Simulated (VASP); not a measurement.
# GaP (F-43m) in VASP: settings compared

The runs below take GaP through single point, with r2SCANh, r2SCAN+rVV10, LDA.

All numbers are computed with VASP 6.6.1; they aren't measurements. Logs are shortened: lines on timing, memory, paths and dates and some standing lists are left out, and cuts for length are marked.

**Experimental background.**

From “Stacking defects in GaP nanowires: Electronic structure and optical properties”, 2018, arxiv:1810.01194, for a bulk crystal of GaP at 10 K: band gap 2.34 eV (indirect).

How close the calculation comes is told below.

## (1) The cell of the first run

Symmetry: F-43m, No. 216, cubic system. The conventional cell has a = 5.557 Å, b = 5.557 Å, c = 5.557 Å, α = 90.00°, β = 90.00°, γ = 90.00°. Ga (site symmetry -43m) has 4 P at 2.41 Å within 3.2 Å. P (site symmetry -43m) has 4 Ga at 2.41 Å within 3.2 Å.

## (2) Single point, r2SCANh

Contents of POSCAR:

```
GaP
1.0
    0.0000000000      2.7786998443      2.7786998443
    2.7786998443      0.0000000000      2.7786998443
    2.7786998443      2.7786998443      0.0000000000
Ga P
1 1
Direct
    0.0000000000      0.0000000000      0.0000000000
    0.7500000000      0.7500000000      0.7500000000
```

Contents of INCAR.step1:

```
SYSTEM = GaP
ALGO     = Normal         ! electronic algorithm
EDIFF    = 1E-5           ! SCF threshold, eV
ENCUT    = 520            ! plane-wave cutoff, eV
GGA      = PE             ! functional
ISIF     = 2              ! what is computed and relaxed
ISMEAR   = -1             ! smearing method
LASPH    = .TRUE.         ! aspherical terms in the spheres
LREAL    = .FALSE.        ! projectors in reciprocal space
LWAVE    = .TRUE.         ! write WAVECAR
NBANDS   = 16             ! bands
NELM     = 80             ! most SCF steps
PREC     = Accurate       ! precision mode
SIGMA    = 0.05           ! smearing width, eV
```

Contents of INCAR.step2:

```
SYSTEM = GaP
AEXX     = 0.1            ! exact-exchange fraction
ALGO     = Normal         ! electronic algorithm
EDIFF    = 1E-6           ! SCF threshold, eV
ENCUT    = 520            ! plane-wave cutoff, eV
ISIF     = 2              ! what is computed and relaxed
ISMEAR   = -1             ! smearing method
ISTART   = 1            
LASPH    = .TRUE.         ! aspherical terms in the spheres
LCHARG   = .TRUE.         ! write CHGCAR
LELF     = .TRUE.         ! ELF
LHFCALC  = .TRUE.         ! exact exchange
LMIXTAU  = .TRUE.       
LREAL    = .FALSE.        ! projectors in reciprocal space
LVHAR    = .TRUE.       
LWAVE    = .FALSE.        ! write WAVECAR
METAGGA  = R2SCAN         ! meta-GGA
NBANDS   = 16             ! bands
NELM     = 80             ! most SCF steps
PREC     = Accurate       ! precision mode
PRECFOCK = Normal       
SIGMA    = 0.05           ! smearing width, eV
```

Contents of KPOINTS:

```
k-points
0
G
  4 4 4
  0 0 0
```

Potentials or basis: VASP PAW PBE potentials, release 64 (Ga_d, P).

Command:

```console
cat potpaw_PBE.64/Ga_d/POTCAR potpaw_PBE.64/P/POTCAR > POTCAR
cp INCAR.step1 INCAR
mpirun -np 1 vasp_std > vasp.out
cp INCAR.step2 INCAR
mpirun -np 1 vasp_std > vasp.out
```

OUTCAR:

```text
SYSTEM = GaP
   AEXX = 0.1
   EDIFF = 1E-6
   ENCUT = 520
   ISIF = 2
   ISMEAR = -1
   ISTART = 1
   LASPH = .TRUE.
   LHFCALC = .TRUE.
   LREAL = .FALSE.
   METAGGA = R2SCAN
   NELM = 80
   PREC = Accurate
   PRECFOCK = Normal

 ion  position               nearest neighbor table
   1  0.000  0.000  0.000-   2 2.41   2 2.41   2 2.41   2 2.41
   2  0.750  0.750  0.750-   1 2.41   1 2.41   1 2.41   1 2.41

  LATTYP: Found a face centered cubic cell.
 ALAT       =     5.5573996886

  Lattice vectors:

 A1 = (   0.0000000000,   2.7786998443,   2.7786998443)
 A2 = (   2.7786998443,   0.0000000000,   2.7786998443)
 A3 = (   2.7786998443,   2.7786998443,   0.0000000000)

Analysis of symmetry for initial positions (statically):
[... 5 lines left out ...]
 face centered cubic supercell.

 Subroutine GETGRP returns: Found 24 space group operations
 (whereof 24 operations were pure point group operations)
 out of a pool of 48 trial point group operations.

The static configuration has the point symmetry T_d .

Analysis of symmetry for dynamics (positions and initial velocities):
[... 5 lines left out ...]
 face centered cubic supercell.

 Subroutine GETGRP returns: Found 24 space group operations
 (whereof 24 operations were pure point group operations)
 out of a pool of 48 trial point group operations.

The dynamic configuration has the point symmetry T_d .

 Subroutine INISYM returns: Found 24 space group operations
 (whereof 24 operations are pure point group operations),
 and found     1 'primitive' translations

----------------------------------------------------------------------------------------

                                     Primitive cell

  volume of cell :      42.9096

  direct lattice vectors                    reciprocal lattice vectors
     0.000000000  2.778699844  2.778699844    -0.179940270  0.179940270  0.179940270
     2.778699844  0.000000000  2.778699844     0.179940270 -0.179940270  0.179940270
     2.778699844  2.778699844  0.000000000     0.179940270  0.179940270 -0.179940270

  length of vectors
     3.929675006  3.929675006  3.929675006     0.311665690  0.311665690  0.311665690

  position of ions in fractional coordinates (direct lattice)
     0.000000000  0.000000000  0.000000000
     0.750000000  0.750000000  0.750000000

  ion indices of the primitive-cell ions
   primitive index   ion index
                 1           1
                 2           2

----------------------------------------------------------------------------------------

 KPOINTS: k-points

Automatic generation of k-mesh.
 Grid dimensions read from file:
 generate k-points for:    4    4    4

 Generating k-lattice:

  Cartesian coordinates                     Fractional coordinates (reciprocal lattice)
    -0.044985067  0.044985067  0.044985067     0.250000000  0.000000000  0.000000000
     0.044985067 -0.044985067  0.044985067     0.000000000  0.250000000  0.000000000
     0.044985067  0.044985067 -0.044985067     0.000000000  0.000000000  0.250000000

  Length of vectors
     0.077916422  0.077916422  0.077916422

  Shift w.r.t. Gamma in fractional coordinates (k-lattice)
     0.000000000  0.000000000  0.000000000

 Subroutine IBZKPT returns following result:
 ===========================================

 Found      8 irreducible k-points:

 Following reciprocal coordinates:
            Coordinates               Weight
  0.000000  0.000000  0.000000      1.000000
  0.250000  0.000000  0.000000      8.000000
  0.500000  0.000000  0.000000      4.000000
  0.250000  0.250000  0.000000      6.000000
  0.500000  0.250000  0.000000     24.000000
 -0.250000  0.250000  0.000000     12.000000
  0.500000  0.500000  0.000000      3.000000
 -0.250000  0.500000  0.250000      6.000000
   k-points           NKPTS =      8   k-points in BZ     NKDIM =     64   number of bands    NBANDS=     16
   number of dos      NEDOS =    301   number of ions     NIONS =      2
   total plane-waves  NPLWV =  27000
   dimension x,y,z NGX =    30 NGY =   30 NGZ =   30
   dimension x,y,z NGXF=    60 NGYF=   60 NGZF=   60
   ions per type =               1   1
   NGX,Y,Z   is equivalent  to a cutoff of  12.69, 12.69, 12.69 a.u.
   NGXF,Y,Z  is equivalent  to a cutoff of  25.38, 25.38, 25.38 a.u.
 SYSTEM =  GaP
   PREC   = accura    normal or accurate (medium, high low for compatibility)
   ISTART =      1    job   : 0-new  1-cont  2-samecut
   ICHARG =      0    charge: 1-file 2-atom 10-const
   ISPIN  =      1    spin polarized calculation?
   LNONCOLLINEAR =      F non collinear calculations
   LSORBIT =      F    spin-orbit coupling
   LASPH  =      T    aspherical Exc in radial PAW
   ENCUT  =  520.0 eV  38.22 Ry    6.18 a.u.   7.31  7.31  7.31*2*pi/ulx,y,z
   NELM   =     80;   NELMIN=  2; NELMDL=  0     # of ELM steps
   EDIFF  = 0.1E-05   stopping-criterion for ELM
   LREAL  =      F    real-space projection
   EDIFFG = 0.1E-04   stopping-criterion for IOM
   NSW    =      0    number of steps for IOM
   IBRION =     -1    ionic relax: 0-MD 1-quasi-New 2-CG
   NFREE  =      0    steps in history (QN), initial steepest desc. (CG)
   ISIF   =      2    stress and relaxation
   ISYM   =      3    0-nonsym 1-usesym 2-fastsym
   POTIM  = 0.5000    time-step for ionic-motion
   TEBEG  =    0.0;   TEEND  =   0.0 temperature during run
   PSTRESS=    0.0 pullay stress
   NELECT =      18.0000    total number of electrons
   NUPDOWN=      -1.0000    fix difference up-down
   EMIN   =  10.00;   EMAX   =-10.00  energy-range for DOS
   EFERMI =   0.00;   METHOD = LEGACY
   ISMEAR =    -1;   SIGMA  =   0.05  broadening in eV -4-tet -1-fermi 0-gaus
   EFERMI_NEDOS =   21; number of points for ismear=-14 and -15
   IALGO  =     38    algorithm
   IMIX   =      1    mixing-type and parameters
     AMIX     =   0.40;   BMIX     =  1.00
     AMIX_MAG =   1.60;   BMIX_MAG =  1.00
  volume/ion in A,a.u.               =      21.45       144.78
  Fermi-wavevector in a.u.,A,eV,Ry     =   1.225502  2.315863 20.433980  1.501855
  Thomas-Fermi vector in A             =   2.360538
   LORBIT       =      0    0 simple, 1 ext, 2 COOP (PROOUT), +10 PAW based schemes
   METAGGA = R2SCAN    functional components
   LHFCALC =     T    Hartree Fock is set to
   PRECFOCK=normal    Normal, Fast or Accurate (Low or Medium for compatibility)
   ENCUT4O =  -1.0   cutoff for four orbital integrals eV
   NKREDX  =     1    reduce k-point grid by
   NKREDY  =     1    reduce k-point grid by
   NKREDZ  =     1    reduce k-point grid by
   AEXX    =    0.1000 exact exchange contribution
   HFSCREEN=    0.0000 screening length (either q_TF or 0.3 A-1)
   HFSCREENC=   0.0000 screening length for correlation (either q_TF or 0.3 A-1)
   ENCUTFOCK=  -1.0 apply spherical cutoff to Coloumb kernel
   IVDW    =     0    specifies the selected vdW correction
   LEPSILON=     F    determine dielectric tensor
   LRPA    =     F    only Hartree local field effects (RPA)
 non-spin polarized calculation
  energy-cutoff  :      520.00
  volume of cell :       42.91
 maximum number of plane-waves:      1174
 NGX is ok and might be reduce to    30
  NGX = 24; NGY = 24; NGZ = 24

 number of electron      18.0000013 magnetization

 Free energy of the ion-electron system (eV)
  ---------------------------------------------------
  ext. energy  EPLUGINS =         0.00000000
  ---------------------------------------------------
  free energy    TOTEN  =       -21.14989917 eV

  energy without entropy =      -21.14989917  energy(sigma->0) =      -21.14989917

 E-fermi :   4.7465     XC(G=0):  -9.3475

 val. band max:        3.6272780762   @ k =   0.0000   0.0000   0.0000
 cond. band min:       6.0204511799   @ k =   0.5000   0.0000   0.0000
 fundamental gap:      2.3931731036
 Fermi energy:         4.7465343143

 k-point     1 :       0.0000    0.0000    0.0000
  band No.  band energies     occupation
      1     -12.3051      2.00000
      2     -12.3051      2.00000
      3     -12.3050      2.00000
      4     -12.2115      2.00000
      5     -12.2115      2.00000
      6      -9.4053      2.00000
[... 8 lines left out ...]
     15      14.4709      0.00000
     16      14.4709      0.00000

 k-point     2 :       0.2500    0.0000    0.0000
  band No.  band energies     occupation
      1     -12.3357      2.00000
      2     -12.2926      2.00000
      3     -12.2925      2.00000
      4     -12.2106      2.00000
      5     -12.2106      2.00000
      6      -8.6356      2.00000
[... 8 lines left out ...]
     15      13.6622      0.00000
     16      14.5598      0.00000

 k-point     3 :       0.5000    0.0000    0.0000
  band No.  band energies     occupation
      1     -12.3639      2.00000
      2     -12.2833      2.00000
      3     -12.2833      2.00000
      4     -12.2063      2.00000
      5     -12.2063      2.00000
      6      -7.3847      2.00000
[... 8 lines left out ...]
     15      16.4682      0.00000
     16      16.4682      0.00000

 k-point     4 :       0.2500    0.2500    0.0000
  band No.  band energies     occupation
      1     -12.3559      2.00000
      2     -12.2785      2.00000
      3     -12.2785      2.00000
      4     -12.2238      2.00000
      5     -12.2027      2.00000
      6      -8.3713      2.00000
[... 8 lines left out ...]
     15      15.4734      0.00000
     16      17.2645      0.00000

 k-point     5 :       0.5000    0.2500    0.0000
  band No.  band energies     occupation
      1     -12.3759      2.00000
      2     -12.2712      2.00000
      3     -12.2658      2.00000
      4     -12.2231      2.00000
      5     -12.2014      2.00000
      6      -7.0537      2.00000
[... 8 lines left out ...]
     15      16.5620      0.00000
     16      17.8923      0.00000

 k-point     6 :      -0.2500    0.2500    0.0000
  band No.  band energies     occupation
      1     -12.3615      2.00000
      2     -12.2794      2.00000
      3     -12.2771      2.00000
      4     -12.2124      2.00000
      5     -12.2101      2.00000
      6      -7.5473      2.00000
[... 8 lines left out ...]
     15      15.7261      0.00000
     16      18.0109      0.00000

 k-point     7 :       0.5000    0.5000    0.0000
  band No.  band energies     occupation
      1     -12.3973      2.00000
      2     -12.2508      2.00000
      3     -12.2507      2.00000
      4     -12.2388      2.00000
      5     -12.1938      2.00000
      6      -6.4987      2.00000
[... 8 lines left out ...]
     15      17.2593      0.00000
     16      17.7318      0.00000

 k-point     8 :      -0.2500    0.5000    0.2500
  band No.  band energies     occupation
      1     -12.3807      2.00000
      2     -12.2722      2.00000
      3     -12.2536      2.00000
      4     -12.2242      2.00000
      5     -12.2041      2.00000
      6      -6.4228      2.00000
[... 8 lines left out ...]
     15      16.6526      0.00000
     16      18.4923      0.00000

------------------------ aborting loop because EDIFF is reached ----------------------------------------

  FORCE on cell =-STRESS in cart. coord.  units (eV):
  Direction    XX          YY          ZZ          XY          YZ          ZX
  --------------------------------------------------------------------------------------
  -------------------------------------------------------------------------------------
  Total       -1.2437409     -1.2437409     -1.2437409      0.0000000      0.0000000     -0.0000000
  in kB      -46.4392938    -46.4392938    -46.4392938      0.0000000      0.0000000     -0.0000000
  external PRESSURE =     -46.4392938 kB  Pullay stress =       0.0000000 kB

 VOLUME and BASIS-vectors are now :
 -----------------------------------------------------------------------------
  energy-cutoff  :      520.00
  volume of cell :       42.91
      direct lattice vectors                 reciprocal lattice vectors
     0.000000000  2.778699844  2.778699844    -0.179940270  0.179940270  0.179940270
     2.778699844  0.000000000  2.778699844     0.179940270 -0.179940270  0.179940270
     2.778699844  2.778699844  0.000000000     0.179940270  0.179940270 -0.179940270

 POSITION                                       TOTAL-FORCE (eV/Angst)
 -----------------------------------------------------------------------------------
      0.00000      0.00000      0.00000         0.000000      0.000000      0.000000
      4.16805      4.16805      4.16805        -0.000000     -0.000000     -0.000000
 -----------------------------------------------------------------------------------
    total drift:                               -0.000133     -0.000021     -0.000067

  FREE ENERGIE OF THE ION-ELECTRON SYSTEM (eV)
  ---------------------------------------------------
  free  energy   TOTEN  =       -21.1498991710 eV

  energy  without entropy=      -21.1498991709  energy(sigma->0) =      -21.14989917
```

Run time: 7.4 min. Hardware: 1 thread of AMD EPYC 7R13 (Zen 3), shared host; peak memory 0.15 GiB.

What came out:

| Property | Result |
| --- | --- |
| Free energy | -21.1499 eV |
| Pressure | -4.6 GPa |
| Band gap on the k mesh | 2.39 eV, indirect (least direct gap 2.41 eV) |

Caveat: the k points lie up to 0.49 Å⁻¹ apart; the PAW data sets were made with another functional, which shifts forces and pressure a little. A k mesh can miss the band edges.

## (3) Single point, r2SCAN+rVV10

This run uses another cell than the first one, of 20.24 Å³/atom, 0.943 times its volume.

Contents of POSCAR:

```
GaP
1.0
    0.0000000000      2.7252500000      2.7252500000
    2.7252500000      0.0000000000      2.7252500000
    2.7252500000      2.7252500000      0.0000000000
Ga P
1 1
Direct
    0.0000000000      0.0000000000      0.0000000000
    0.7500000000      0.7500000000      0.7500000000
```

Contents of INCAR.step1:

```
PREC = Accurate
ENCUT = 520
ISMEAR = -5
SIGMA = 0.05
LREAL = False
LASPH = True
NELM = 100
NBANDS = 16
GGA = PE
ALGO = Normal
EDIFF = 1E-4
LWAVE = True
LCHARG = False
```

Contents of INCAR.step2:

```
PREC = Accurate
ENCUT = 520
EDIFF = 1E-6
ISMEAR = -5
SIGMA = 0.05
LREAL = False
LASPH = True
NELM = 100
ALGO = Normal
ISIF = 2
LWAVE = False
LCHARG = False
METAGGA = R2SCAN
LMIXTAU = True
LUSE_VDW = True
IVDW_NL = 2
BPARAM = 11.95
CPARAM = 0.0093
NBANDS = 16
ISTART = 1
```

Contents of KPOINTS:

```
Automatic mesh
0
Gamma
  8 8 8
```

Potentials or basis: VASP PAW PBE potentials, release 64 (Ga_d, P).

Command:

```console
cat potpaw_PBE.64/Ga_d/POTCAR potpaw_PBE.64/P/POTCAR > POTCAR
cp INCAR.step1 INCAR
mpirun -np 1 vasp_std > vasp.out
cp INCAR.step2 INCAR
mpirun -np 1 vasp_std > vasp.out
```

Wall time 1.7 min (1 thread of Intel Xeon Platinum 8488C (Sapphire Rapids), shared host); peak memory 0.29 GiB.

It converged, with:

- Free energy: -20.9487 eV
- Pressure: -0.8 GPa
- Band gap on the k mesh: 1.86 eV, indirect (least direct gap 2.33 eV)

Levels at points of the mesh, in eV from the valence-band top:
| k point | band 6 | band 7 | band 8 | band 9 | band 10 | band 11 | band 12 | band 13 |
| --- | --- | --- | --- | --- | --- | --- | --- | --- |
| (0.00, 0.00, 0.00) | -13.03 | 0.00 | 0.00 | 0.00 | 2.33 | 4.18 | 4.18 | 4.18 |
| (0.50, 0.00, 0.00) | -10.86 | -6.86 | -1.17 | -1.17 | 2.02 | 5.03 | 5.03 | 8.75 |
| (0.50, 0.50, 0.00) | -9.93 | -6.97 | -2.81 | -2.81 | 1.86 | 2.07 | 11.35 | 11.35 |

Caveat: the PAW data sets were made with another functional, which shifts forces and pressure a little.

## (4) Single point, LDA (volume scaled by 0.98)

Contents of INCAR:

```
ALGO = Normal
EDIFF = 1E-6
ENCUT = 520
ISIF = 2
ISMEAR = -1
LASPH = T
LCHARG = T
LELF = T
LREAL = F
LVHAR = T
LWAVE = F
NBANDS = 16
NELM = 100
PREC = Accurate
SIGMA = 0.05
```

Contents of KPOINTS:

```
k-points
0
Gamma
  8 8 8
```

Contents of POSCAR:

```
GaP
1.0
    0.0000000000      2.7069591804      2.7069591804
    2.7069591804      0.0000000000      2.7069591804
    2.7069591804      2.7069591804      0.0000000000
Ga P
1 1
Direct
    0.0000000000      0.0000000000      0.0000000000
    0.7500000000      0.7500000000      0.7500000000
```

Potentials or basis: VASP PAW LDA potentials, release 64 (Ga_d, P).

Command:

```console
cat potpaw_LDA.64/Ga_d/POTCAR potpaw_LDA.64/P/POTCAR > POTCAR
mpirun -np 1 vasp_std > vasp.out
```

It took 14 s on 1 thread of AMD EPYC 9R45 (Zen 5), shared host; peak memory 0.11 GiB.

It converged, with:

```yaml
Free_energy: -10.4495 eV
Pressure: -1.0 GPa
Band_gap_on_the_k_mesh: 1.46 eV, indirect (least direct gap 1.80 eV)
```

Levels at points of the mesh, in eV from the valence-band top:
```csv
k point,band 6,band 7,band 8,band 9,band 10,band 11,band 12,band 13
"(0.00, 0.00, 0.00)",-12.66,0.00,0.00,0.00,1.80,3.79,3.79,3.79
"(0.50, 0.00, 0.00)",-10.51,-6.83,-1.16,-1.16,1.58,4.63,4.63,8.09
"(0.50, 0.50, 0.00)",-9.57,-6.94,-2.78,-2.78,1.46,1.66,10.61,10.61
```

Caveat: the cell differs from its parent crystal (volume scaled by 0.98).

## (5) The runs side by side

```csv
level,potentials or basis,cell,k mesh,smearing,grid for exact exchange (PRECFOCK),gap on the mesh (eV),pressure (GPa)
r2SCANh,"VASP PAW PBE potentials, release 64 (Ga_d, P)","a = 3.930 Å, angles 60.0°, 2 atoms",4 × 4 × 4,fermi-dirac 0.05 eV,Normal,2.39,-4.6
r2SCAN+rVV10,"VASP PAW PBE potentials, release 64 (Ga_d, P)","a = 3.854 Å, angles 60.0°, 2 atoms",8 × 8 × 8,tetrahedron,-,1.86,-0.8
LDA,"VASP PAW LDA potentials, release 64 (Ga_d, P)","a = 3.828 Å, angles 60.0°, 2 atoms",8 × 8 × 8,fermi-dirac 0.05 eV,-,1.46,-1.0
```

Alike in all rows: task single point; no spin polarisation; cutoff (eV) 520.

Caveats: some runs use coarse meshes; the PAW data sets were made with another functional, which shifts forces and pressure a little (some runs).

Absolute energies hang on the potentials; compare differences alone.

## (6) How close it comes

Step 3. Against the measured gap of GaP, 2.34 eV (indirect; 10 K; quoted in “Stacking defects in GaP nanowires: Electronic structure and optical properties”, 2018, arxiv:1810.01194), the calculated 1.86 eV is off by -0.48 eV. Spin-orbit coupling on Ga is left out. The value is that of r2SCAN+rVV10 on a finite k mesh, which can miss the band edges, without temperature or zero-point motion.
